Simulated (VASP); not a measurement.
SrO, 2 atoms in the cell. The structure is tetragonal, space group I4/mmm (No. 139). Conventional cell: a = 3.433 Å, b = 3.433 Å, c = 5.160 Å, α = 90.00°, β = 90.00°, γ = 90.00°. Sr (site symmetry 4/mmm) has 6 O at 2.43 to 2.58 Å within 3.2 Å. Within 3.2 Å of O (site symmetry 4/mmm) lie 6 Sr at 2.43 to 2.58 Å.  This cell differs from its parent crystal: biaxial xy strain -5.9%.

* Program: VASP 6.6.1
* Task: single point
* Functional: HSE06
* Potentials or basis: VASP PAW PBE potentials, release 64 (Sr_sv, O)
* Cutoff: 520 eV
* k mesh: 6 × 6 × 6
* Occupations: gaussian, width 0.01 eV
* Spin: no spin polarisation
* Dipole correction: no
* Grid for exact exchange (PRECFOCK): Normal
* Further INCAR settings: ALGO = Normal; EDIFF = 1e-06; NBANDS = 15
* Share of exact exchange: 0.25
* Screening parameter: 0.2079 1/Å

Potentials or basis: VASP PAW PBE potentials, release 64 (Sr_sv, O).

Command:

```sh
$ cat potpaw_PBE.64/Sr_sv/POTCAR potpaw_PBE.64/O/POTCAR > POTCAR
$ cp INCAR.step1 INCAR
$ mpirun -np 1 vasp_std > vasp.out
$ cp INCAR.step2 INCAR
$ mpirun -np 1 vasp_std > vasp.out
```

Hardware: 1 thread of AMD EPYC 7R13 Processor (Zen 3) (shared host).

Task: Estimate the wall time of this run.

Result: Wall time 36 min on 1 thread of AMD EPYC 7R13 Processor (Zen 3), on a shared host, peak memory 0.24 GiB. Counts: k points 30.
